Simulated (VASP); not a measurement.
# Ti (P6_3/mmc) in VASP: further runs

Runs on Ti. Level: PBE. Tasks: single point.

Everything below comes from runs of VASP 6.6.1. Logs are shortened: lines on timing, memory, paths and dates and some standing lists are left out, and cuts for length are marked.

## (1) The cell of the first run

It takes space group P6_3/mmc (No. 194, hexagonal). Conventional cell: a = 2.950 Å, b = 2.950 Å, c = 4.616 Å, α = 90.00°, β = 90.00°, γ = 120.00°. Ti (site symmetry -6m2) has 12 Ti at 2.87 to 2.95 Å within 3.8 Å.

## (2) Single point, PBE (strain +0.000 along x and y, -0.015 along z)

Input file INCAR:

```
PREC = Accurate
ENCUT = 520
EDIFF = 1E-7
ISMEAR = 0
SIGMA = 0.15
LREAL = False
LASPH = True
NELM = 60
ALGO = Fast
ISIF = 2
LWAVE = False
LCHARG = False
GGA = PE
NBANDS = 19
```

Input file KPOINTS:

```
regular mesh
0
Gamma
  18 18 10
```

Input file POSCAR:

```
Ti
1.0
    2.9499978604      0.0000000000      0.0000000000
   -1.4749989302      2.5547730882      0.0000000000
    0.0000000000      0.0000000000      4.6157100000
Ti
2
Direct
    0.3333333333      0.6666666667      0.2500000000
    0.6666666667      0.3333333333      0.7500000000
```

Potentials or basis: VASP PAW PBE potentials, release 64 (Ti_sv).

Run with:

```
cat potpaw_PBE.64/Ti_sv/POTCAR > POTCAR
mpirun -np 1 vasp_std > vasp.out
```

OUTCAR:

```text
PREC = Accurate
   ENCUT = 520
   EDIFF = 1E-7
   ISMEAR = 0
   LREAL = False
   LASPH = True
   NELM = 60
   ISIF = 2
   GGA = PE

 ion  position               nearest neighbor table
   1  0.333  0.667  0.250-   2 2.87   2 2.87   2 2.87   2 2.87   2 2.87   2 2.87
   2  0.667  0.333  0.750-   1 2.87   1 2.87   1 2.87   1 2.87   1 2.87   1 2.87

  LATTYP: Found a hexagonal cell.
 ALAT       =     2.9499978604
 C/A-ratio  =     1.5646485924

  Lattice vectors:

 A1 = (   2.9499978604,   0.0000000000,   0.0000000000)
 A2 = (  -1.4749989302,   2.5547730882,   0.0000000000)
 A3 = (   0.0000000000,   0.0000000000,   4.6157100000)

Analysis of symmetry for initial positions (statically):
=====================================================================
 Subroutine PRICEL returns:
 Original cell was already a primitive cell.

 Routine SETGRP: Setting up the symmetry group for a
 hexagonal supercell.

 Subroutine GETGRP returns: Found 24 space group operations
 (whereof 12 operations were pure point group operations)
 out of a pool of 24 trial point group operations.

The static configuration has the point symmetry D_3d.
 The point group associated with its full space group is D_6h.

Analysis of symmetry for dynamics (positions and initial velocities):
=====================================================================
 Subroutine PRICEL returns:
 Original cell was already a primitive cell.

 Routine SETGRP: Setting up the symmetry group for a
 hexagonal supercell.

 Subroutine GETGRP returns: Found 24 space group operations
 (whereof 12 operations were pure point group operations)
 out of a pool of 24 trial point group operations.

The dynamic configuration has the point symmetry D_3d.
 The point group associated with its full space group is D_6h.

 Subroutine INISYM returns: Found 24 space group operations
 (whereof 12 operations are pure point group operations),
 and found     1 'primitive' translations

----------------------------------------------------------------------------------------

                                     Primitive cell

  volume of cell :      34.7866

  direct lattice vectors                    reciprocal lattice vectors
     2.949997860  0.000000000  0.000000000     0.338983297  0.195712098  0.000000000
    -1.474998930  2.554773088  0.000000000     0.000000000  0.391424195  0.000000000
     0.000000000  0.000000000  4.615710000     0.000000000  0.000000000  0.216651393

  length of vectors
     2.949997860  2.949997860  4.615710000     0.391424195  0.391424195  0.216651393

  position of ions in fractional coordinates (direct lattice)
     0.333333333  0.666666667  0.250000000
     0.666666667  0.333333333  0.750000000

  ion indices of the primitive-cell ions
   primitive index   ion index
                 1           1
                 2           2

----------------------------------------------------------------------------------------

 KPOINTS: regular mesh

Automatic generation of k-mesh.
 Grid dimensions read from file:
 generate k-points for:   18   18   10

 Generating k-lattice:

  Cartesian coordinates                     Fractional coordinates (reciprocal lattice)
     0.018832405  0.010872894  0.000000000     0.055555556  0.000000000  0.000000000
     0.000000000  0.021745789  0.000000000     0.000000000  0.055555556  0.000000000
     0.000000000  0.000000000  0.021665139     0.000000000  0.000000000  0.100000000

  Length of vectors
     0.021745789  0.021745789  0.021665139

  Shift w.r.t. Gamma in fractional coordinates (k-lattice)
     0.000000000  0.000000000  0.000000000

 Subroutine IBZKPT returns following result:
 ===========================================

 Found    222 irreducible k-points:

 Following reciprocal coordinates:
            Coordinates               Weight
  0.000000  0.000000  0.000000      1.000000
  0.055556  0.000000  0.000000      6.000000
  0.111111  0.000000  0.000000      6.000000
  0.166667  0.000000  0.000000      6.000000
  0.222222 -0.000000  0.000000      6.000000
  0.277778  0.000000  0.000000      6.000000
[... 16 lines left out ...]
  0.333333  0.111111  0.000000     12.000000
  0.388889  0.111111  0.000000     12.000000
 [... further k-points ...]
   k-points           NKPTS =    222   k-points in BZ     NKDIM =    222   number of bands    NBANDS=     19
   number of dos      NEDOS =    301   number of ions     NIONS =      2
   total plane-waves  NPLWV =  20736
   dimension x,y,z NGX =    24 NGY =   24 NGZ =   36
   dimension x,y,z NGXF=    48 NGYF=   48 NGZF=   72
   ions per type =               2
   NGX,Y,Z   is equivalent  to a cutoff of  13.53, 13.53, 12.97 a.u.
   NGXF,Y,Z  is equivalent  to a cutoff of  27.05, 27.05, 25.93 a.u.
 SYSTEM =  unknown system
   PREC   = accura    normal or accurate (medium, high low for compatibility)
   ISTART =      0    job   : 0-new  1-cont  2-samecut
   ICHARG =      2    charge: 1-file 2-atom 10-const
   ISPIN  =      1    spin polarized calculation?
   LNONCOLLINEAR =      F non collinear calculations
   LSORBIT =      F    spin-orbit coupling
   LASPH  =      T    aspherical Exc in radial PAW
   ENCUT  =  520.0 eV  38.22 Ry    6.18 a.u.   5.49  5.49  8.58*2*pi/ulx,y,z
   NELM   =     60;   NELMIN=  2; NELMDL= -5     # of ELM steps
   EDIFF  = 0.1E-06   stopping-criterion for ELM
   LREAL  =      F    real-space projection
   EDIFFG = 0.1E-05   stopping-criterion for IOM
   NSW    =      0    number of steps for IOM
   IBRION =     -1    ionic relax: 0-MD 1-quasi-New 2-CG
   NFREE  =      0    steps in history (QN), initial steepest desc. (CG)
   ISIF   =      2    stress and relaxation
   ISYM   =      2    0-nonsym 1-usesym 2-fastsym
   POTIM  = 0.5000    time-step for ionic-motion
   TEBEG  =    0.0;   TEEND  =   0.0 temperature during run
   PSTRESS=    0.0 pullay stress
   NELECT =      24.0000    total number of electrons
   NUPDOWN=      -1.0000    fix difference up-down
   EMIN   =  10.00;   EMAX   =-10.00  energy-range for DOS
   EFERMI =   0.00;   METHOD = LEGACY
   ISMEAR =     0;   SIGMA  =   0.15  broadening in eV -4-tet -1-fermi 0-gaus
   EFERMI_NEDOS =   21; number of points for ismear=-14 and -15
   IALGO  =     68    algorithm
   IMIX   =      4    mixing-type and parameters
     AMIX     =   0.40;   BMIX     =  1.00
     AMIX_MAG =   1.60;   BMIX_MAG =  1.00
  volume/ion in A,a.u.               =      17.39       117.38
  Fermi-wavevector in a.u.,A,eV,Ry     =   1.446575  2.733631 28.471283  2.092580
  Thomas-Fermi vector in A             =   2.564628
   LORBIT       =      0    0 simple, 1 ext, 2 COOP (PROOUT), +10 PAW based schemes
   GGA     = PE    functional components
   LHFCALC =     F    Hartree Fock is set to
   AEXX    =    0.0000 exact exchange contribution
   IVDW    =     0    specifies the selected vdW correction
   LEPSILON=     F    determine dielectric tensor
   LRPA    =     F    only Hartree local field effects (RPA)
 non-spin polarized calculation
 RMM-DIIS sequential band-by-band and
 Gauss-broadening in eV      SIGMA  =   0.15
  energy-cutoff  :      520.00
  volume of cell :       34.79
 maximum number of plane-waves:       962
 NGX is ok and might be reduce to    24
   NGX = 11   NGY = 11   NGZ = 17

 number of electron      24.0000006 magnetization

 Free energy of the ion-electron system (eV)
  ---------------------------------------------------
  ext. energy  EPLUGINS =         0.00000000
  ---------------------------------------------------
  free energy    TOTEN  =       -15.68245033 eV

  energy without entropy =      -15.65920022  energy(sigma->0) =      -15.67082527

 E-fermi :   8.3257     XC(G=0): -11.4905

 val. band max:        8.3183733653   @ k =   0.2778   0.2778   0.4000
 cond. band min:       8.3498628609   @ k =   0.0000   0.0000   0.4000
 fundamental gap:      0.0314894956
 Fermi energy:         8.3256819742

 k-point     1 :       0.0000    0.0000    0.0000
  band No.  band energies     occupation
      1     -48.5443      2.00000
      2     -48.4022      2.00000
      3     -25.1393      2.00000
      4     -24.4995      2.00000
      5     -24.4995      2.00000
      6     -24.4176      2.00000
[... 11 lines left out ...]
     18       9.8830      0.00000
     19      11.4633      0.00000

 k-point     2 :       0.0556    0.0000    0.0000
  band No.  band energies     occupation
      1     -48.5413      2.00000
      2     -48.4012      2.00000
      3     -25.1325      2.00000
      4     -24.5128      2.00000
      5     -24.5041      2.00000
      6     -24.4207      2.00000
[... 11 lines left out ...]
     18       9.8338      0.00000
     19      11.4909      0.00000

 k-point     3 :       0.1111    0.0000    0.0000
  band No.  band energies     occupation
      1     -48.5327      2.00000
      2     -48.3982      2.00000
      3     -25.1126      2.00000
      4     -24.5514      2.00000
      5     -24.5172      2.00000
      6     -24.4467      2.00000
[... 11 lines left out ...]
     18       9.8082      0.00000
     19      11.5608      0.00000

 k-point     4 :       0.1667    0.0000    0.0000
  band No.  band energies     occupation
      1     -48.5191      2.00000
      2     -48.3939      2.00000
      3     -25.0807      2.00000
      4     -24.6108      2.00000
      5     -24.5367      2.00000
      6     -24.5069      2.00000
[... 407 lines left out ...]
     18      11.5398      0.00000
     19      11.7914      0.00000

 k-point    23 :       0.3333    0.1111    0.0000
  band No.  band energies     occupation
      1     -48.4416      2.00000
      2     -48.3812      2.00000
      3     -24.8866      2.00000
      4     -24.8737      2.00000
      5     -24.7783      2.00000
      6     -24.6413      2.00000
[... 11 lines left out ...]
     18      11.8161      0.00000
     19      12.0154      0.00000

 k-point    24 :       0.3889    0.1111    0.0000
  band No.  band energies     occupation
      1     -48.4291      2.00000
      2     -48.3826      2.00000
      3     -24.9238      2.00000
      4     -24.8335      2.00000
      5     -24.8017      2.00000
      6     -24.6602      2.00000
[... 11 lines left out ...]
     18      11.8302      0.00000
     19      12.4995      0.00000

 [... further k-points ...]

------------------------ aborting loop because EDIFF is reached ----------------------------------------

  FORCE on cell =-STRESS in cart. coord.  units (eV):
  Direction    XX          YY          ZZ          XY          YZ          ZX
  --------------------------------------------------------------------------------------
  -------------------------------------------------------------------------------------
  Total       -0.2384260     -0.2384260      0.0357494      0.0000000      0.0000000      0.0000000
  in kB      -10.9812479    -10.9812479      1.6465202      0.0000000      0.0000000      0.0000000
  external PRESSURE =      -6.7719918 kB  Pullay stress =       0.0000000 kB

 VOLUME and BASIS-vectors are now :
 -----------------------------------------------------------------------------
  energy-cutoff  :      520.00
  volume of cell :       34.79
      direct lattice vectors                 reciprocal lattice vectors
     2.949997860  0.000000000  0.000000000     0.338983297  0.195712098  0.000000000
    -1.474998930  2.554773088  0.000000000     0.000000000  0.391424195  0.000000000
     0.000000000  0.000000000  4.615710000     0.000000000  0.000000000  0.216651393

 POSITION                                       TOTAL-FORCE (eV/Angst)
 -----------------------------------------------------------------------------------
     -0.00000      1.70318      1.15393        -0.000000      0.000000      0.000000
      1.47500      0.85159      3.46178         0.000000     -0.000000      0.000000
 -----------------------------------------------------------------------------------
    total drift:                                0.000000     -0.000000      0.000000

  FREE ENERGIE OF THE ION-ELECTRON SYSTEM (eV)
  ---------------------------------------------------
  free  energy   TOTEN  =       -15.6824503267 eV

  energy  without entropy=      -15.6592002209  energy(sigma->0) =      -15.67082527
```

Wall time 3 min (1 thread of Intel Xeon 6975P-C (Granite Rapids), shared host); peak memory 0.24 GiB.

What came out:

```yaml
Free_energy: -15.6825 eV
Pressure: -0.7 GPa
Band_gap_on_the_k_mesh: zero (band 12 reaches 9.08 eV, above the bottom of band 13 at 8.00 eV)
```

Caveat: the cell differs from its parent crystal (strain +0.000 along x and y, -0.015 along z).

[end of part 1 of 2]
